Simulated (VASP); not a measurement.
# MnPb7O8 (a cell with a defect) in VASP: single point with PBE+U

Aim: the single point of MnPb7O8 (a cell with a defect) with PBE+U.

All numbers are computed with VASP 6.6.1; they aren't measurements. Logs are shortened: lines on timing, memory, paths and dates and some standing lists are left out, and cuts for length are marked.

## 1. The cell of the first run

The cell holds a defect, 16 atoms: a = 8.008 Å, b = 8.008 Å, c = 5.071 Å, α = 90.00°, β = 90.00°, γ = 90.00°.

## 2. Single point, PBE+U

Input file INCAR:

```
PREC = Accurate
ENCUT = 520
EDIFF = 1E-7
ISMEAR = 0
SIGMA = 0.02
LREAL = Auto
LASPH = True
NELM = 150
ALGO = Normal
ISIF = 2
LWAVE = False
LCHARG = False
LMAXMIX = 4
LDAU = True
LDAUTYPE = 2
LDAUL = -1 2 -1
LDAUU = 0 3.9 0
LDAUJ = 0 0 0
LDAUPRINT = 1
GGA = PE
NBANDS = 94
```

Input file KPOINTS:

```
Automatic mesh
0
Gamma
  2 2 2
```

Input file POSCAR:

```
MnPb7O8
1.0
    8.0078000000      0.0000000000      0.0000000000
    0.0000000000      8.0078000000      0.0000000000
    0.0000000000      0.0000000000      5.0712000000
Pb Mn O
7 1 8
Direct
    0.0000000000      0.2500000000      0.2336000000
    0.5000000000      0.2500000000      0.2336000000
    0.5000000000      0.7500000000      0.2336000000
    0.2500000000      0.0000000000      0.7664000000
    0.2500000000      0.5000000000      0.7664000000
    0.7500000000      0.0000000000      0.7664000000
    0.7500000000      0.5000000000      0.7664000000
    0.0000000000      0.7500000000      0.2336000000
    0.0000000000      0.0000000000      0.0000000000
    0.0000000000      0.5000000000      0.0000000000
    0.5000000000      0.0000000000      0.0000000000
    0.5000000000      0.5000000000      0.0000000000
    0.2500000000      0.2500000000      0.0000000000
    0.2500000000      0.7500000000      0.0000000000
    0.7500000000      0.2500000000      0.0000000000
    0.7500000000      0.7500000000      0.0000000000
```

Potentials or basis: VASP PAW PBE potentials, release 64 (Pb_d, Mn_pv, O).

The run is started by

```bash
$ cat potpaw_PBE.64/Pb_d/POTCAR potpaw_PBE.64/Mn_pv/POTCAR potpaw_PBE.64/O/POTCAR > POTCAR
$ mpirun -np 1 vasp_std > vasp.out
```

OUTCAR:

```text
PREC = Accurate
   ENCUT = 520
   EDIFF = 1E-7
   ISMEAR = 0
   LREAL = Auto
   LASPH = True
   NELM = 150
   ISIF = 2
   GGA = PE

 ion  position               nearest neighbor table
   1  0.000  0.250  0.234-   9 2.33  10 2.33  13 2.33  15 2.33   4 3.69   5 3.69   6 3.69   7 3.69
                             4 3.91   5 3.91   6 3.91   7 3.91   2 4.00   2 4.00
   2  0.500  0.250  0.234-  11 2.33  12 2.33  13 2.33  15 2.33   4 3.69   5 3.69   6 3.69   7 3.69
                             4 3.91   5 3.91   6 3.91   7 3.91   1 4.00   3 4.00   3 4.00   1 4.00
   3  0.500  0.750  0.234-  11 2.33  12 2.33  14 2.33  16 2.33   4 3.69   5 3.69   6 3.69   7 3.69
                             4 3.91   5 3.91   6 3.91   7 3.91   2 4.00   2 4.00
   4  0.250  0.000  0.766-   9 2.33  11 2.33  13 2.33  14 2.33   2 3.69   3 3.69   1 3.69   1 3.91
                             2 3.91   3 3.91   6 4.00   5 4.00   5 4.00   6 4.00
   5  0.250  0.500  0.766-  10 2.33  12 2.33  13 2.33  14 2.33   2 3.69   3 3.69   1 3.69   1 3.91
                             2 3.91   3 3.91   7 4.00   4 4.00   4 4.00   7 4.00
   6  0.750  0.000  0.766-   9 2.33  11 2.33  15 2.33  16 2.33   2 3.69   3 3.69   1 3.69   1 3.91
                             2 3.91   3 3.91   7 4.00   4 4.00   7 4.00   4 4.00
   7  0.750  0.500  0.766-  10 2.33  12 2.33  15 2.33  16 2.33   2 3.69   3 3.69   1 3.69   1 3.91
                             2 3.91   3 3.91   6 4.00   5 4.00   6 4.00   5 4.00
   8  0.000  0.750  0.234-   9 2.33  10 2.33  14 2.33  16 2.33
   9  0.000  0.000  0.000-   1 2.33   4 2.33   6 2.33   8 2.33
  10  0.000  0.500  0.000-   1 2.33   5 2.33   7 2.33   8 2.33
  11  0.500  0.000  0.000-   2 2.33   3 2.33   4 2.33   6 2.33
  12  0.500  0.500  0.000-   2 2.33   3 2.33   5 2.33   7 2.33
  13  0.250  0.250  0.000-   1 2.33   2 2.33   4 2.33   5 2.33
  14  0.250  0.750  0.000-   3 2.33   4 2.33   5 2.33   8 2.33
  15  0.750  0.250  0.000-   1 2.33   2 2.33   6 2.33   7 2.33
  16  0.750  0.750  0.000-   3 2.33   6 2.33   7 2.33   8 2.33

  LATTYP: Found a simple tetragonal cell.
 ALAT       =     8.0078000000
 C/A-ratio  =     0.6332825495

  Lattice vectors:

 A1 = (   8.0078000000,   0.0000000000,   0.0000000000)
 A2 = (   0.0000000000,   8.0078000000,   0.0000000000)
 A3 = (   0.0000000000,   0.0000000000,   5.0712000000)

Analysis of symmetry for initial positions (statically):
=====================================================================
 Subroutine PRICEL returns:
 Original cell was already a primitive cell.

 Routine SETGRP: Setting up the symmetry group for a
 simple tetragonal supercell.

 Subroutine GETGRP returns: Found  8 space group operations
 (whereof  2 operations were pure point group operations)
 out of a pool of 16 trial point group operations.

The static configuration has the point symmetry C_1h.
 The point group associated with its full space group is C_4v.

Analysis of symmetry for dynamics (positions and initial velocities):
=====================================================================
 Subroutine PRICEL returns:
 Original cell was already a primitive cell.

 Routine SETGRP: Setting up the symmetry group for a
 simple tetragonal supercell.

 Subroutine GETGRP returns: Found  8 space group operations
 (whereof  2 operations were pure point group operations)
 out of a pool of 16 trial point group operations.

The dynamic configuration has the point symmetry C_1h.
 The point group associated with its full space group is C_4v.

 Subroutine INISYM returns: Found  8 space group operations
 (whereof  2 operations are pure point group operations),
 and found     1 'primitive' translations

----------------------------------------------------------------------------------------

                                     Primitive cell

  volume of cell :     325.1900

  direct lattice vectors                    reciprocal lattice vectors
     8.007800000  0.000000000  0.000000000     0.124878244  0.000000000  0.000000000
     0.000000000  8.007800000  0.000000000     0.000000000  0.124878244  0.000000000
[... 98 lines left out ...]
   IBRION =     -1    ionic relax: 0-MD 1-quasi-New 2-CG
   NFREE  =      0    steps in history (QN), initial steepest desc. (CG)
   ISIF   =      2    stress and relaxation
   ISYM   =      2    0-nonsym 1-usesym 2-fastsym
   POTIM  = 0.5000    time-step for ionic-motion
   TEBEG  =    0.0;   TEEND  =   0.0 temperature during run
   PSTRESS=    0.0 pullay stress
   NELECT =     159.0000    total number of electrons
   NUPDOWN=      -1.0000    fix difference up-down
   EMIN   =  10.00;   EMAX   =-10.00  energy-range for DOS
   EFERMI =   0.00;   METHOD = LEGACY
   ISMEAR =     0;   SIGMA  =   0.02  broadening in eV -4-tet -1-fermi 0-gaus
   EFERMI_NEDOS =   21; number of points for ismear=-14 and -15
   IALGO  =     38    algorithm
   IMIX   =      4    mixing-type and parameters
     AMIX     =   0.40;   BMIX     =  1.00
     AMIX_MAG =   1.60;   BMIX_MAG =  1.00
  volume/ion in A,a.u.               =      20.32       137.16
  Fermi-wavevector in a.u.,A,eV,Ry     =   1.289718  2.437214 22.631563  1.663373
  Thomas-Fermi vector in A             =   2.421594
   LORBIT       =      0    0 simple, 1 ext, 2 COOP (PROOUT), +10 PAW based schemes
 LDA+U is selected, type is set to LDAUTYPE =  2
   angular momentum for each species LDAUL =    -1    2   -1
   U (eV)           for each species LDAUU =   0.0  3.9  0.0
   J (eV)           for each species LDAUJ =   0.0  0.0  0.0
   GGA     = PE    functional components
   LHFCALC =     F    Hartree Fock is set to
   AEXX    =    0.0000 exact exchange contribution
   IVDW    =     0    specifies the selected vdW correction
   LEPSILON=     F    determine dielectric tensor
   LRPA    =     F    only Hartree local field effects (RPA)
 non-spin polarized calculation
 Gauss-broadening in eV      SIGMA  =   0.02
  energy-cutoff  :      520.00
  volume of cell :      325.19
 maximum number of plane-waves:      8790
 NGX is ok and might be reduce to    60
   NGX = 29   NGY = 29   NGZ = 19

atom =   8  type =  2  l = 2

 onsite density matrix

spin component  1

  0.9275  0.0000  0.0000 -0.0000 -0.0000
  0.0000  0.2733 -0.0000 -0.0000 -0.0000
  0.0000 -0.0000  0.9079  0.0000  0.0000
 -0.0000 -0.0000  0.0000  0.2733  0.0000
 -0.0000 -0.0000  0.0000  0.0000  0.1126

spin component  2

  0.9275  0.0000  0.0000 -0.0000 -0.0000
  0.0000  0.2733 -0.0000 -0.0000 -0.0000
  0.0000 -0.0000  0.9079  0.0000  0.0000
 -0.0000 -0.0000  0.0000  0.2733  0.0000
 -0.0000 -0.0000  0.0000  0.0000  0.1126

 occupancies and eigenvectors

  o =  0.1126  v =  0.0000 -0.0000 -0.0000  0.0000  1.0000  0.0000  0.0000  0.0000  0.0000  0.0000      0.0000  0.0000  0.0000  0.0000  0.0000  0.0000  0.0000  0.0000  0.0000  0.0000
  o =  0.1126  v =  0.0000  0.0000  0.0000  0.0000  0.0000  0.0000 -0.0000 -0.0000  0.0000  1.0000      0.0000  0.0000  0.0000  0.0000  0.0000  0.0000  0.0000  0.0000  0.0000  0.0000
  o =  0.2733  v =  0.0000 -0.9998 -0.0000  0.0213 -0.0000  0.0000  0.0000  0.0000  0.0000  0.0000      0.0000  0.0000  0.0000  0.0000  0.0000  0.0000  0.0000  0.0000  0.0000  0.0000
  o =  0.2733  v =  0.0000  0.0000  0.0000  0.0000  0.0000  0.0000 -0.9998 -0.0000  0.0213 -0.0000      0.0000  0.0000  0.0000  0.0000  0.0000  0.0000  0.0000  0.0000  0.0000  0.0000
  o =  0.2733  v =  0.0000  0.0000  0.0000  0.0000  0.0000  0.0000 -0.0213 -0.0000 -0.9998  0.0000      0.0000  0.0000  0.0000  0.0000  0.0000  0.0000  0.0000  0.0000  0.0000  0.0000
  o =  0.2733  v =  0.0000 -0.0213 -0.0000 -0.9998  0.0000  0.0000  0.0000  0.0000  0.0000  0.0000      0.0000  0.0000  0.0000  0.0000  0.0000  0.0000  0.0000  0.0000  0.0000  0.0000
  o =  0.9079  v =  0.0000 -0.0000  1.0000 -0.0000  0.0000  0.0000  0.0000  0.0000  0.0000  0.0000      0.0000  0.0000  0.0000  0.0000  0.0000  0.0000  0.0000  0.0000  0.0000  0.0000
  o =  0.9079  v =  0.0000  0.0000  0.0000  0.0000  0.0000  0.0000 -0.0000  1.0000 -0.0000  0.0000      0.0000  0.0000  0.0000  0.0000  0.0000  0.0000  0.0000  0.0000  0.0000  0.0000
  o =  0.9275  v =  0.0000  0.0000  0.0000  0.0000  0.0000  1.0000  0.0000  0.0000  0.0000  0.0000      0.0000  0.0000  0.0000  0.0000  0.0000  0.0000  0.0000  0.0000  0.0000  0.0000
  o =  0.9275  v =  1.0000  0.0000  0.0000  0.0000  0.0000  0.0000  0.0000  0.0000  0.0000  0.0000      0.0000  0.0000  0.0000  0.0000  0.0000  0.0000  0.0000  0.0000  0.0000  0.0000

 number of electron     159.0000008 magnetization

 Free energy of the ion-electron system (eV)
  ---------------------------------------------------
  ext. energy  EPLUGINS =         0.00000000
  ---------------------------------------------------
  free energy    TOTEN  =       -83.47444479 eV

  energy without entropy =      -83.46548713  energy(sigma->0) =      -83.46996596

 E-fermi :   5.3509     XC(G=0):  -9.5824

 val. band max:        5.3469372686   @ k =   0.5000   0.0000   0.5000
 cond. band min:       5.3601699849   @ k =   0.0000   0.0000   0.0000
 fundamental gap:      0.0132327163
 Fermi energy:         5.3508977678

 k-point     1 :       0.0000    0.0000    0.0000
  band No.  band energies     occupation
      1     -43.4132      2.00000
      2     -43.4130      2.00000
      3     -43.1153      2.00000
      4     -13.7782      2.00000
      5     -13.5491      2.00000
      6     -13.5491      2.00000
[... 553 lines left out ...]
     90       8.3000      0.00000
     91       8.3126      0.00000
 [bands above 91 left out]

------------------------ aborting loop because EDIFF is reached ----------------------------------------

  FORCE on cell =-STRESS in cart. coord.  units (eV):
  Direction    XX          YY          ZZ          XY          YZ          ZX
  --------------------------------------------------------------------------------------
  -------------------------------------------------------------------------------------
  Total       -0.4811510     -0.4811510     -2.6161349      0.0000000     -0.0000000     -0.0000000
  in kB       -2.3705808     -2.3705808    -12.8894250      0.0000000     -0.0000000     -0.0000000
  external PRESSURE =      -5.8768622 kB  Pullay stress =       0.0000000 kB

 VOLUME and BASIS-vectors are now :
 -----------------------------------------------------------------------------
  energy-cutoff  :      520.00
  volume of cell :      325.19
      direct lattice vectors                 reciprocal lattice vectors
     8.007800000  0.000000000  0.000000000     0.124878244  0.000000000  0.000000000
     0.000000000  8.007800000  0.000000000     0.000000000  0.124878244  0.000000000
     0.000000000  0.000000000  5.071200000     0.000000000  0.000000000  0.197191986

 POSITION                                       TOTAL-FORCE (eV/Angst)
 -----------------------------------------------------------------------------------
      0.00000      2.00195      1.18463         0.000000      0.000000      0.311098
      4.00390      2.00195      1.18463         0.000000      0.000000      0.230734
      4.00390      6.00585      1.18463         0.000000      0.000000      0.311098
      2.00195      0.00000      3.88657        -0.277539     -0.277539     -0.077544
      2.00195      4.00390      3.88657        -0.277539      0.277539     -0.077544
      6.00585      0.00000      3.88657         0.277539     -0.277539     -0.077544
[... 8 lines left out ...]
      6.00585      2.00195      0.00000        -0.071794     -0.000000     -0.070579
      6.00585      6.00585      0.00000         1.041643      0.000000      1.029466
 -----------------------------------------------------------------------------------
    total drift:                                0.000000      0.000000      0.007682

  FREE ENERGIE OF THE ION-ELECTRON SYSTEM (eV)
  ---------------------------------------------------
  free  energy   TOTEN  =       -83.4744447855 eV

  energy  without entropy=      -83.4654871297  energy(sigma->0) =      -83.46996596
```

Wall time 9.8 min (1 thread of Intel Xeon Platinum 8375C at 2.90GHz (Ice Lake), shared host); peak memory 0.42 GiB.

Results:

```yaml
Free_energy: -83.4744 eV
Pressure: -0.6 GPa
Largest_force: 4.378 eV/Å
Band_gap_on_the_k_mesh: zero (an odd number of electrons rules out a gap without spin polarisation)
```

Forces on the atoms (eV/Å):
```
Pb   0.000  0.000  0.311
Pb   0.000  0.000  0.231
Pb   0.000  0.000  0.311
Pb  -0.278 -0.278 -0.078
Pb  -0.278  0.278 -0.078
Pb   0.278 -0.278 -0.078
Pb   0.278  0.278 -0.078
Mn   0.000  0.000 -4.378
O    0.000 -1.042  1.029
O    0.000  1.042  1.029
O    0.000  0.072 -0.071
O    0.000 -0.072 -0.071
O    0.072  0.000 -0.071
O   -1.042  0.000  1.029
O   -0.072  0.000 -0.071
O    1.042  0.000  1.029
```

Levels at points of the mesh, in eV from the Fermi level:
| k point | band 76 | band 77 | band 78 | band 79 | band 80 | band 81 | band 82 | band 83 |
| --- | --- | --- | --- | --- | --- | --- | --- | --- |
| (0.00, 0.00, 0.00) | -2.26 | -1.95 | -1.86 | -1.10 | 0.01 | 0.01 | 0.63 | 0.77 |
| (0.50, 0.00, 0.00) | -2.22 | -2.22 | -1.58 | -1.16 | 0.02 | 0.09 | 0.45 | 0.88 |
| (0.50, 0.50, 0.00) | -2.08 | -1.36 | -1.36 | -1.36 | -0.02 | -0.02 | 0.75 | 0.87 |
| (0.00, 0.00, 0.50) | -1.82 | -1.82 | -1.77 | -1.64 | 0.07 | 0.07 | 0.47 | 0.83 |
| (0.50, 0.00, 0.50) | -2.00 | -1.94 | -1.77 | -1.58 | 0.00 | 0.09 | 0.68 | 0.90 |
| (0.50, 0.50, 0.50) | -1.85 | -1.85 | -1.79 | -1.71 | 0.01 | 0.01 | 0.96 | 0.97 |

Eigenvalues of the final occupation matrices:
```csv
site,spin,trace,eigenvalues
site 8 d,1,2.49,0.11 0.27 0.27 0.91 0.93
site 8 d,2,2.49,0.11 0.27 0.27 0.91 0.93
```

Caveat: the k points lie up to 0.62 Å⁻¹ apart, too coarse for converged energies and pressures of a metal; spin-orbit coupling is left out, which moves the levels of the heavy elements; an odd number of electrons without spin polarisation forces a metal; a magnetic or distorted state may lie lower; the run has no spin polarisation, though such a crystal can be magnetic; U without spin polarisation on a metal has little footing. Spin polarisation is off, so any magnetic state and its effect on volume and gap are missing.
